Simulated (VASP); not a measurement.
# BP (I-4m2) in VASP: notebook, part 2 of 2

VASP 6.6.1.

## Step 5: Single point, r2SCAN (strain -0.080 along x and y, +0.080 along z)

Contents of POSCAR:

```
BP
1.0
    0.0000000000      2.0874800000      2.4505200000
    2.0874800000      0.0000000000      2.4505200000
    2.0874800000      2.0874800000      0.0000000000
B P
1 1
Direct
    0.0000000000      0.0000000000      0.0000000000
    0.7500000000      0.7500000000      0.7500000000
```

Contents of INCAR.step1:

```
PREC = Accurate
ENCUT = 520
ISMEAR = 0
SIGMA = 0.05
LREAL = F
LASPH = T
NELM = 80
NBANDS = 11
GGA = PE
ALGO = Normal
EDIFF = 1E-4
LWAVE = T
LCHARG = F
```

Contents of INCAR.step2:

```
PREC = Accurate
ENCUT = 520
EDIFF = 1E-6
ISMEAR = 0
SIGMA = 0.05
LREAL = F
LASPH = T
NELM = 80
ALGO = Normal
ISIF = 2
LWAVE = F
LCHARG = F
METAGGA = R2SCAN
LMIXTAU = T
NBANDS = 11
ISTART = 1
```

Contents of KPOINTS:

```
Automatic mesh
0
Gamma
  10 10 10
```

Potentials or basis: VASP PAW PBE potentials, release 64 (B, P).

Run with:

```
> cat potpaw_PBE.64/B/POTCAR potpaw_PBE.64/P/POTCAR > POTCAR
> cp INCAR.step1 INCAR
> mpirun -np 1 vasp_std > vasp.out
> cp INCAR.step2 INCAR
> mpirun -np 1 vasp_std > vasp.out
```

OUTCAR:

```text
PREC = Accurate
   ENCUT = 520
   EDIFF = 1E-6
   ISMEAR = 0
   LREAL = F
   LASPH = T
   NELM = 80
   ISIF = 2
   METAGGA = R2SCAN
   ISTART = 1

 ion  position               nearest neighbor table
   1  0.000  0.000  0.000-   2 1.92   2 1.92   2 1.92   2 1.92
   2  0.750  0.750  0.750-   1 1.92   1 1.92   1 1.92   1 1.92

  LATTYP: Found a body centered tetragonal cell.
 ALAT       =     2.9521425272
 C/A-ratio  =     1.6601637471

  Lattice vectors:

[... 520 lines left out ...]

 [... further k-points ...]

------------------------ aborting loop because EDIFF is reached ----------------------------------------

  FORCE on cell =-STRESS in cart. coord.  units (eV):
  Direction    XX          YY          ZZ          XY          YZ          ZX
  --------------------------------------------------------------------------------------
  -------------------------------------------------------------------------------------
  Total        4.9054839      4.9054839     -3.1510335      0.0000000     -0.0000000      0.0000000
  in kB      368.0099370    368.0099370   -236.3908747      0.0000000     -0.0000000      0.0000000
  external PRESSURE =     166.5429998 kB  Pullay stress =       0.0000000 kB

 VOLUME and BASIS-vectors are now :
 -----------------------------------------------------------------------------
  energy-cutoff  :      520.00
  volume of cell :       21.36
      direct lattice vectors                 reciprocal lattice vectors
     0.000000000  2.087480000  2.450520000    -0.239523253  0.239523253  0.204038327
     2.087480000  0.000000000  2.450520000     0.239523253 -0.239523253  0.204038327
     2.087480000  2.087480000  0.000000000     0.239523253  0.239523253 -0.204038327

 POSITION                                       TOTAL-FORCE (eV/Angst)
 -----------------------------------------------------------------------------------
      0.00000      0.00000      0.00000        -0.000000     -0.000000      0.000000
      3.13122      3.13122      3.67578         0.000000      0.000000     -0.000000
 -----------------------------------------------------------------------------------
    total drift:                                0.000000      0.000000      0.000000

  FREE ENERGIE OF THE ION-ELECTRON SYSTEM (eV)
  ---------------------------------------------------
  free  energy   TOTEN  =       -16.8064758813 eV

  energy  without entropy=      -16.8062692289  energy(sigma->0) =      -16.80637256
```

Wall time 2.6 min (1 thread of AMD EPYC 7R13, shared host); peak memory 0.12 GiB.

What came out:

```
Free energy            : -16.8065 eV
Pressure               : 16.7 GPa
Band gap on the k mesh : zero (band 4 reaches 9.26 eV, above the bottom of band 5 at 9.24 eV)
```

Caveat: the cell differs from its parent crystal (strain -0.080 along x and y, +0.080 along z); the PAW data sets were made with another functional, which shifts forces and pressure a little.

## Step 6: Single point, r2SCAN (strain +0.000 along x and y, -0.080 along z)

Contents of POSCAR:

```
BP
1.0
    0.0000000000      2.2690000000      2.0874800000
    2.2690000000      0.0000000000      2.0874800000
    2.2690000000      2.2690000000      0.0000000000
B P
1 1
Direct
    0.0000000000      0.0000000000      0.0000000000
    0.7500000000      0.7500000000      0.7500000000
```

Contents of INCAR.step1:

```
SYSTEM = BP
ALGO = Normal
EDIFF = 1E-4
ENCUT = 520
GGA = PE
ISMEAR = 0
LASPH = .True.
LCHARG = .False.
LREAL = .False.
LWAVE = .True.
NBANDS = 11
NELM = 100
PREC = Accurate
SIGMA = 0.05
```

Contents of INCAR.step2:

```
SYSTEM = BP
ALGO = Normal
EDIFF = 1E-6
ENCUT = 520
ISIF = 2
ISMEAR = 0
ISTART = 1
LASPH = .True.
LCHARG = .False.
LMIXTAU = .True.
LREAL = .False.
LWAVE = .False.
METAGGA = R2SCAN
NBANDS = 11
NELM = 100
PREC = Accurate
SIGMA = 0.05
```

Contents of KPOINTS:

```
k-points
0
Gamma
  10 10 10
  0 0 0
```

Potentials or basis: VASP PAW PBE potentials, release 64 (B, P).

Run with:

```
> cat potpaw_PBE.64/B/POTCAR potpaw_PBE.64/P/POTCAR > POTCAR
> cp INCAR.step1 INCAR
> mpirun -np 1 vasp_std > vasp.out
> cp INCAR.step2 INCAR
> mpirun -np 1 vasp_std > vasp.out
```

Wall time 3.5 min (1 thread of AMD EPYC 7R13, shared host); peak memory 0.12 GiB.

It converged, with:

```yaml
Free_energy: -17.1400 eV
Pressure: 15.5 GPa
Band_gap_on_the_k_mesh: zero (filled and empty bands touch)
```

Stress tensor (GPa, compression positive):
```
 7.94  0.00  0.00
 0.00  7.94  0.00
 0.00  0.00 30.48
```

Levels at points of the mesh, in eV from the Fermi level:
| k point | band 1 | band 2 | band 3 | band 4 | band 5 | band 6 | band 7 | band 8 |
| --- | --- | --- | --- | --- | --- | --- | --- | --- |
| (0.00, 0.00, 0.00) | -17.59 | -0.81 | -0.81 | 0.02 | 2.94 | 3.46 | 3.46 | 8.76 |
| (0.50, 0.00, 0.00) | -13.74 | -10.66 | -3.07 | -1.94 | 3.42 | 4.07 | 5.78 | 10.83 |
| (0.50, 0.50, 0.00) | -11.32 | -9.53 | -5.82 | -5.82 | 0.17 | 0.45 | 13.24 | 13.24 |
| (0.50, 0.00, 0.50) | -12.26 | -10.40 | -4.92 | -4.74 | 1.22 | 1.77 | 12.14 | 14.08 |

Caveat: the cell differs from its parent crystal (strain +0.000 along x and y, -0.080 along z); the PAW data sets were made with another functional, which shifts forces and pressure a little.

## Step 7: Single point, r2SCAN (strain +0.000 along x and y, -0.040 along z)

Contents of POSCAR:

```
BP
1.0
    0.0000000000      2.2690000000      2.1782400000
    2.2690000000      0.0000000000      2.1782400000
    2.2690000000      2.2690000000      0.0000000000
B P
1 1
Direct
    0.0000000000      0.0000000000      0.0000000000
    0.7500000000      0.7500000000      0.7500000000
```

Contents of INCAR.step1:

```
SYSTEM = BP
PREC = Accurate
ENCUT = 520
ISMEAR = 0
SIGMA = 0.05
LREAL = .False.
LASPH = .True.
NELM = 100
NBANDS = 11
GGA = PE
ALGO = Normal
EDIFF = 1E-4
LWAVE = .True.
LCHARG = .False.
```

Contents of INCAR.step2:

```
SYSTEM = BP
PREC = Accurate
ENCUT = 520
EDIFF = 1E-6
ISMEAR = 0
SIGMA = 0.05
LREAL = .False.
LASPH = .True.
NELM = 100
ALGO = Normal
ISIF = 2
LWAVE = .False.
LCHARG = .False.
METAGGA = R2SCAN
LMIXTAU = .True.
NBANDS = 11
ISTART = 1
```

Contents of KPOINTS:

```
regular mesh
0
Gamma
  10 10 10
  0 0 0
```

Potentials or basis: VASP PAW PBE potentials, release 64 (B, P).

Run with:

```
> cat potpaw_PBE.64/B/POTCAR potpaw_PBE.64/P/POTCAR > POTCAR
> cp INCAR.step1 INCAR
> mpirun -np 1 vasp_std > vasp.out
> cp INCAR.step2 INCAR
> mpirun -np 1 vasp_std > vasp.out
```

OUTCAR:

```text
SYSTEM = BP
   PREC = Accurate
   ENCUT = 520
   EDIFF = 1E-6
   ISMEAR = 0
   LREAL = .False.
   LASPH = .True.
   NELM = 100
   ISIF = 2
   METAGGA = R2SCAN
   ISTART = 1

 ion  position               nearest neighbor table
   1  0.000  0.000  0.000-   2 1.94   2 1.94   2 1.94   2 1.94
   2  0.750  0.750  0.750-   1 1.94   1 1.94   1 1.94   1 1.94

  LATTYP: Found a body centered tetragonal cell.
 ALAT       =     3.2088505730
 C/A-ratio  =     1.3576450199

  Lattice vectors:

 A1 = (   0.0000000000,  -2.2690000000,  -2.1782400000)
 A2 = (   0.0000000000,   2.2690000000,  -2.1782400000)
 A3 = (   2.2690000000,   0.0000000000,   2.1782400000)

Analysis of symmetry for initial positions (statically):
=====================================================================
 Subroutine PRICEL returns:
 Original cell was already a primitive cell.

 Routine SETGRP: Setting up the symmetry group for a
 body centered tetragonal supercell.

 Subroutine GETGRP returns: Found  8 space group operations
 (whereof  8 operations were pure point group operations)
 out of a pool of 16 trial point group operations.

The static configuration has the point symmetry D_2d.

Analysis of symmetry for dynamics (positions and initial velocities):
=====================================================================
 Subroutine PRICEL returns:
 Original cell was already a primitive cell.

 Routine SETGRP: Setting up the symmetry group for a
 body centered tetragonal supercell.

 Subroutine GETGRP returns: Found  8 space group operations
 (whereof  8 operations were pure point group operations)
 out of a pool of 16 trial point group operations.

The dynamic configuration has the point symmetry D_2d.

 Subroutine INISYM returns: Found  8 space group operations
 (whereof  8 operations are pure point group operations),
 and found     1 'primitive' translations

----------------------------------------------------------------------------------------

                                     Primitive cell

  volume of cell :      22.4287

  direct lattice vectors                    reciprocal lattice vectors
     0.000000000  2.269000000  2.178240000    -0.220361393  0.220361393  0.229543117
     2.269000000  0.000000000  2.178240000     0.220361393 -0.220361393  0.229543117
     2.269000000  2.269000000  0.000000000     0.220361393  0.220361393 -0.229543117

  length of vectors
     3.145328361  3.145328361  3.208850573     0.387050810  0.387050810  0.387050810

  position of ions in fractional coordinates (direct lattice)
     0.000000000  0.000000000  0.000000000
     0.750000000  0.750000000  0.750000000

  ion indices of the primitive-cell ions
   primitive index   ion index
                 1           1
                 2           2

----------------------------------------------------------------------------------------

 KPOINTS: regular mesh

Automatic generation of k-mesh.
 Grid dimensions read from file:
 generate k-points for:   10   10   10

 Generating k-lattice:

  Cartesian coordinates                     Fractional coordinates (reciprocal lattice)
    -0.022036139  0.022036139  0.022954312     0.100000000  0.000000000  0.000000000
     0.022036139 -0.022036139  0.022954312     0.000000000  0.100000000  0.000000000
     0.022036139  0.022036139 -0.022954312     0.000000000  0.000000000  0.100000000

  Length of vectors
     0.038705081  0.038705081  0.038705081

  Shift w.r.t. Gamma in fractional coordinates (k-lattice)
     0.000000000  0.000000000  0.000000000

 Subroutine IBZKPT returns following result:
 ===========================================

 Found    102 irreducible k-points:

 Following reciprocal coordinates:
            Coordinates               Weight
  0.000000  0.000000  0.000000      1.000000
  0.100000  0.000000  0.000000      8.000000
  0.200000  0.000000  0.000000      8.000000
  0.300000  0.000000  0.000000      8.000000
  0.400000  0.000000  0.000000      8.000000
  0.500000  0.000000  0.000000      4.000000
[... 16 lines left out ...]
  0.300000  0.300000  0.000000      2.000000
  0.400000  0.300000  0.000000      8.000000
 [... further k-points ...]
   k-points           NKPTS =    102   k-points in BZ     NKDIM =    102   number of bands    NBANDS=     11
   number of dos      NEDOS =    301   number of ions     NIONS =      2
   total plane-waves  NPLWV =  13824
   dimension x,y,z NGX =    24 NGY =   24 NGZ =   24
   dimension x,y,z NGXF=    48 NGYF=   48 NGZF=   48
   ions per type =               1   1
   NGX,Y,Z   is equivalent  to a cutoff of  12.69, 12.69, 12.43 a.u.
   NGXF,Y,Z  is equivalent  to a cutoff of  25.37, 25.37, 24.87 a.u.
 SYSTEM =  BP
   PREC   = accura    normal or accurate (medium, high low for compatibility)
   ISTART =      1    job   : 0-new  1-cont  2-samecut
   ICHARG =      0    charge: 1-file 2-atom 10-const
   ISPIN  =      1    spin polarized calculation?
   LNONCOLLINEAR =      F non collinear calculations
   LSORBIT =      F    spin-orbit coupling
   LASPH  =      T    aspherical Exc in radial PAW
   ENCUT  =  520.0 eV  38.22 Ry    6.18 a.u.   5.85  5.85  5.97*2*pi/ulx,y,z
   NELM   =    100;   NELMIN=  2; NELMDL=  0     # of ELM steps
   EDIFF  = 0.1E-05   stopping-criterion for ELM
   LREAL  =      F    real-space projection
   EDIFFG = 0.1E-04   stopping-criterion for IOM
   NSW    =      0    number of steps for IOM
   IBRION =     -1    ionic relax: 0-MD 1-quasi-New 2-CG
   NFREE  =      0    steps in history (QN), initial steepest desc. (CG)
   ISIF   =      2    stress and relaxation
   ISYM   =      2    0-nonsym 1-usesym 2-fastsym
   POTIM  = 0.5000    time-step for ionic-motion
   TEBEG  =    0.0;   TEEND  =   0.0 temperature during run
   PSTRESS=    0.0 pullay stress
   NELECT =       8.0000    total number of electrons
   NUPDOWN=      -1.0000    fix difference up-down
   EMIN   =  10.00;   EMAX   =-10.00  energy-range for DOS
   EFERMI =   0.00;   METHOD = LEGACY
   ISMEAR =     0;   SIGMA  =   0.05  broadening in eV -4-tet -1-fermi 0-gaus
   EFERMI_NEDOS =   21; number of points for ismear=-14 and -15
   IALGO  =     38    algorithm
   IMIX   =      4    mixing-type and parameters
     AMIX     =   0.40;   BMIX     =  1.00
     AMIX_MAG =   1.60;   BMIX_MAG =  1.00
  volume/ion in A,a.u.               =      11.21        75.68
  Fermi-wavevector in a.u.,A,eV,Ry     =   1.161012  2.193994 18.339948  1.347948
  Thomas-Fermi vector in A             =   2.297588
   LORBIT       =      0    0 simple, 1 ext, 2 COOP (PROOUT), +10 PAW based schemes
   METAGGA = R2SCAN    functional components
   LHFCALC =     F    Hartree Fock is set to
   AEXX    =    0.0000 exact exchange contribution
   IVDW    =     0    specifies the selected vdW correction
   LEPSILON=     F    determine dielectric tensor
   LRPA    =     F    only Hartree local field effects (RPA)
 non-spin polarized calculation
 Gauss-broadening in eV      SIGMA  =   0.05
  energy-cutoff  :      520.00
  volume of cell :       22.43
 maximum number of plane-waves:       620
   NGX = 11   NGY = 11   NGZ = 11

 number of electron       8.0000001 magnetization

 Free energy of the ion-electron system (eV)
  ---------------------------------------------------
  ext. energy  EPLUGINS =         0.00000000
  ---------------------------------------------------
  free energy    TOTEN  =       -17.27128054 eV

  energy without entropy =      -17.27128054  energy(sigma->0) =      -17.27128054

 E-fermi :   8.3521     XC(G=0): -11.6883

 val. band max:        8.1623086819   @ k =   0.0000   0.0000   0.0000
 cond. band min:       8.9017655353   @ k =   0.4000   0.4000   0.0000
 fundamental gap:      0.7394568535
 Fermi energy:         8.3521266220

 k-point     1 :       0.0000    0.0000    0.0000
  band No.  band energies     occupation
      1      -8.7571      2.00000
      2       7.7480      2.00000
      3       7.7480      2.00000
      4       8.1623      2.00000
      5      11.4315      0.00000
      6      11.6853      0.00000
      7      11.6853      0.00000
      8      16.5338      0.00000
      9      20.0748      0.00000
     10      20.6094      0.00000
     11      21.1697      0.00000
[... 309 lines left out ...]
 k-point    24 :       0.4000    0.3000    0.0000
  band No.  band energies     occupation
      1      -5.3914      2.00000
      2       1.4663      2.00000
      3       3.3909      2.00000
      4       3.7635      2.00000
      5       9.5301      0.00000
      6      11.5729      0.00000
      7      18.2234      0.00000
      8      18.3870      0.00000
      9      23.7753      0.00000
     10      23.9803      0.00000
     11      26.9463      0.00000

 [... further k-points ...]
[... 5 lines left out ...]
  --------------------------------------------------------------------------------------
  -------------------------------------------------------------------------------------
  Total        0.3988895      0.3988895      2.0131464      0.0000000      0.0000000      0.0000000
  in kB       28.4943293     28.4943293    143.8073976      0.0000000      0.0000000      0.0000000
  external PRESSURE =      66.9320187 kB  Pullay stress =       0.0000000 kB

 VOLUME and BASIS-vectors are now :
 -----------------------------------------------------------------------------
  energy-cutoff  :      520.00
  volume of cell :       22.43
      direct lattice vectors                 reciprocal lattice vectors
     0.000000000  2.269000000  2.178240000    -0.220361393  0.220361393  0.229543117
     2.269000000  0.000000000  2.178240000     0.220361393 -0.220361393  0.229543117
     2.269000000  2.269000000  0.000000000     0.220361393  0.220361393 -0.229543117

 POSITION                                       TOTAL-FORCE (eV/Angst)
 -----------------------------------------------------------------------------------
      0.00000      0.00000      0.00000        -0.000000     -0.000000      0.000000
      3.40350      3.40350      3.26736         0.000000      0.000000     -0.000000
 -----------------------------------------------------------------------------------
    total drift:                               -0.000000     -0.000000      0.000000

  FREE ENERGIE OF THE ION-ELECTRON SYSTEM (eV)
  ---------------------------------------------------
  free  energy   TOTEN  =       -17.2712805403 eV

  energy  without entropy=      -17.2712805403  energy(sigma->0) =      -17.27128054
```

OUTCAR.step1:

```text
SYSTEM = BP
   PREC = Accurate
   ENCUT = 520
   ISMEAR = 0
   LREAL = .False.
   LASPH = .True.
[... 558 lines left out ...]
      0.00000      0.00000      0.00000        -0.000000      0.000000      0.000000
      3.40350      3.40350      3.26736         0.000000     -0.000000      0.000000
 -----------------------------------------------------------------------------------
    total drift:                               -0.000000     -0.000000      0.000000

  FREE ENERGIE OF THE ION-ELECTRON SYSTEM (eV)
  ---------------------------------------------------
  free  energy   TOTEN  =       -12.8835314879 eV

  energy  without entropy=      -12.8835314879  energy(sigma->0) =      -12.88353149
```

Run time: 2.5 min. Hardware: 1 thread of AMD EPYC 7R13, shared host; peak memory 0.12 GiB.

What came out:

```
Free energy            : -17.2713 eV
Pressure               : 6.7 GPa
Band gap on the k mesh : 0.74 eV, indirect (least direct gap 3.27 eV)
```

Stress tensor (GPa, compression positive):
```
 2.85  0.00  0.00
 0.00  2.85  0.00
 0.00  0.00 14.38
```

Levels at points of the mesh, in eV from the valence-band top:
| k point | band 1 | band 2 | band 3 | band 4 | band 5 | band 6 | band 7 | band 8 |
| --- | --- | --- | --- | --- | --- | --- | --- | --- |
| (0.00, 0.00, 0.00) | -16.92 | -0.41 | -0.41 | 0.00 | 3.27 | 3.52 | 3.52 | 8.37 |
| (0.50, 0.00, 0.00) | -13.26 | -10.08 | -2.47 | -1.92 | 3.88 | 4.56 | 5.25 | 10.83 |
| (0.50, 0.50, 0.00) | -11.24 | -9.36 | -5.08 | -5.08 | 0.86 | 1.19 | 13.15 | 13.15 |
| (0.50, 0.00, 0.50) | -11.67 | -9.76 | -4.66 | -4.57 | 1.35 | 1.81 | 12.66 | 13.62 |

Caveat: the cell differs from its parent crystal (strain +0.000 along x and y, -0.040 along z); the PAW data sets were made with another functional, which shifts forces and pressure a little. A k mesh can miss the band edges.

## Step 8: Summary

```csv
cell,gap on the mesh (eV),pressure (GPa)
"a = 3.083, b = 3.083, c = 2.952 Å, angles 61.4, 61.4, 57.2°, 2 atoms",0.51,37.1
"a = 3.017, b = 3.017, c = 3.080 Å, angles 59.3, 59.3, 61.4°, 2 atoms",0.51,36.8
"a = 3.151, b = 3.151, c = 2.952 Å, angles 62.1, 62.1, 55.9°, 2 atoms",0.24,26.0
"a = 3.219, b = 3.219, c = 2.952 Å, angles 62.7, 62.7, 54.6°, 2 atoms",none,16.7
"a = 3.083, b = 3.083, c = 3.209 Å, angles 58.6, 58.6, 62.7°, 2 atoms",none,15.5
"a = 3.145, b = 3.145, c = 3.209 Å, angles 59.3, 59.3, 61.3°, 2 atoms",0.74,6.7
```

Alike in all rows: task single point; level r2SCAN; potentials or basis VASP PAW PBE potentials, release 64 (B, P); no spin polarisation; k mesh 10 × 10 × 10; cutoff (eV) 520; smearing gaussian 0.05 eV.

Caveats: the PAW data sets were made with another functional, which shifts forces and pressure a little.

Absolute energies hang on the potentials; compare differences alone.
